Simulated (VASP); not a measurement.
Here is a VASP 6.6.1 calculation.

File INCAR:

```
  PREC = Accurate
  ENCUT = 520
  EDIFF = 1E-6
  ISMEAR = 0
  SIGMA = 0.1
  LREAL = F
  LASPH = T
  NELM = 100
  ALGO = Normal
  ISIF = 2
  LWAVE = F
  LCHARG = F
  GGA = PS
  NBANDS = 16
```

Contents of KPOINTS:

```
Automatic mesh
0
Gamma
  8 8 8
```

File POSCAR:

```
TiN
1.0
    0.0000000000      2.1190000000      2.1190000000
    2.1190000000      0.0000000000      2.1190000000
    2.1190000000      2.1190000000      0.0000000000
Ti N
1 1
Direct
    0.0000000000      0.0000000000      0.0000000000
    0.5000000000      0.5000000000      0.5000000000
```

Potentials or basis: VASP PAW PBE potentials, release 64 (Ti_sv, N).

Launch:

```bash
$ cat potpaw_PBE.64/Ti_sv/POTCAR potpaw_PBE.64/N/POTCAR > POTCAR
$ mpirun -np 1 vasp_std > vasp.out
```

Problem. Estimate the pressure.

Solution. -6.3 GPa.

Caveat: the PAW data sets were made with another functional, which shifts forces and pressure a little.
